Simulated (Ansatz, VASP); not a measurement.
# One calculation of LiYHg, two programs

The input INCAR:

```
  PREC = Accurate
  ENCUT = 600
  EDIFF = 1E-7
  ISMEAR = 0
  SIGMA = 0.1
  LREAL = F
  LASPH = T
  NELM = 80
  ALGO = Normal
  ISIF = 3
  LWAVE = F
  LCHARG = F
  GGA = PE
  IBRION = 2
  NSW = 90
  EDIFFG = -0.04
```

The input KPOINTS:

```
regular mesh
0
Gamma
  4 4 4
```

File POSCAR:

```
LiYHg
1.0
    3.7942966300      0.0000000000      0.0000000000
    0.0000000000      3.7942966300      0.0000000000
    0.0000000000      0.0000000000      5.2267817200
Li Y Hg
1 1 1
Direct
    0.0000000000      0.0000000000      0.0000000000
    0.0000000000      0.0000000000      0.5000000000
    0.5000000000      0.5000000000      0.0000000000
```

Input for Ansatz:

```yaml
crystal:
  lattice:
    - [3.79429663, 0.0, 0.0]
    - [0.0, 3.79429663, 0.0]
    - [0.0, 0.0, 5.22678172]
  atoms:
    - { symbol: Li, position: [0.0, 0.0, 0.0] }
    - { symbol: "Y", position: [0.0, 0.0, 0.5] }
    - { symbol: Hg, position: [0.5, 0.5, 0.0] }
basis:
  ecutwfc: 420
kpoints:
  mp_grid: { grid: [4, 4, 4] }
hamiltonian:
  xc: pbe
scf:
  occupations: { method: gaussian, width: 0.1 }
  lower_state_search: "off"
output:
  forces: true
  stress: true
  eigenvalues: true
relax:
  adjacent_minimum: "off"
  f_tol: 0.04
  max_steps: 70
  cell: { stress_tol: 0.4 }
```

Alike in both runs: task relaxation of cell and atoms; functional PBE; k mesh 4 × 4 × 4; occupations gaussian, width 0.1 eV; no spin polarisation.

```csv
,VASP,Ansatz
version,VASP 6.6.1,Ansatz 0.2.0
potentials or method,"VASP PAW PBE potentials, release 64 (Li_sv, Y_sv, Hg), cutoff 600 eV","scalar-relativistic, plane waves, PAW"
valence electrons in the cell,26,34
```

Ansatz gave:

| Quantity | Value |
| --- | --- |
| gap on the k mesh at the Fermi level, each at its own relaxed structure (eV) | none |
| relaxed volume (Å³/atom) | 23.45 |
| relaxed cell length with the largest relative difference (Å) | 3.481 |

Question: What did VASP give for the same quantities?

Answer: gap on the k mesh at the Fermi level, each at its own relaxed structure (eV): none; relaxed volume (Å³/atom): 23.50; relaxed cell length with the largest relative difference (Å): 3.485.

A gap of «none» marks a metal or a gap that the smearing closes. VASP's potentials hold 26 valence electrons a cell and Ansatz's 34, so a difference there can come from the potentials and not from the codes.

The k mesh is coarse, so the values compare programs but aren't converged. Spin-orbit coupling is off throughout. Noted on VASP's run: the cutoff is short for stress, so the pressure is rough.
